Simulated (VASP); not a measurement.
Al3InSb4: single point with PBEsol

Crystal: Al3InSb4.

```
Al In Sb
1.0
     4.47252    0.00000    0.00000
     0.00000    4.47252    0.00000
     0.00000    0.00000   12.64056
Al In Sb
3 1 4
Direct
  0.00000 0.00000 0.25753
  0.50000 0.50000 0.50000
  0.00000 0.00000 0.74247
  0.50000 0.50000 0.00000
  0.50000 0.00000 0.86220
  0.00000 0.50000 0.13780
  0.50000 0.00000 0.37882
  0.00000 0.50000 0.62118
```

```yaml
Program: VASP 6.6.1
Task: single point
Functional: PBEsol
Potentials_or_basis: VASP PAW PBE potentials, release 64 (Al, In_d, Sb)
Cutoff: 520 eV
k_mesh: 6 × 6 × 2
Occupations: gaussian, width 0.02 eV
Spin: no spin polarisation
Dipole_correction: no
Further_INCAR_settings: ALGO = Normal; EDIFF = 1e-07; NBANDS = 31
```

- Pressure: -1.6 GPa
- Largest force: 0.108 eV/Å
- Band gap on the k mesh: 0.68 eV

Forces on the atoms (eV/Å):
```
Al   0.000  0.000 -0.003
Al   0.000  0.000  0.000
Al   0.000  0.000  0.003
In   0.000  0.000  0.000
Sb   0.000  0.000  0.108
Sb   0.000  0.000 -0.108
Sb   0.000  0.000 -0.002
Sb   0.000  0.000  0.002
```

Levels at points of the mesh, in eV from the valence-band top:
```tsv
k point	band 17	band 18	band 19	band 20	band 21	band 22	band 23	band 24	band 25	band 26
(0.00, 0.00, 0.00)	-1.23	-1.23	-0.10	0.00	0.00	0.68	1.12	1.24	1.57	1.76
(0.50, 0.00, 0.00)	-1.13	-1.08	-0.93	-0.90	-0.53	0.81	1.00	2.12	2.33	3.50
(0.50, 0.50, 0.00)	-2.64	-2.19	-2.12	-2.12	-2.06	1.06	1.20	1.20	1.59	3.88
(0.00, 0.00, 0.50)	-1.51	-0.68	-0.68	-0.39	-0.39	1.07	1.18	1.71	1.89	2.03
(0.50, 0.00, 0.50)	-1.80	-1.13	-1.13	-1.09	-0.54	1.71	1.75	1.81	1.82	3.41
(0.50, 0.50, 0.50)	-2.46	-2.46	-2.44	-2.36	-2.36	1.85	2.02	2.02	2.14	2.14
```

It took 6.3 min on 1 thread of Intel Xeon 8259CL (shared host), peak memory 0.44 GiB.

Caveat: the PAW data sets were made with another functional, which shifts forces and pressure a little; spin-orbit coupling is left out, which moves the levels of the heavy elements. A k mesh can miss the band edges.
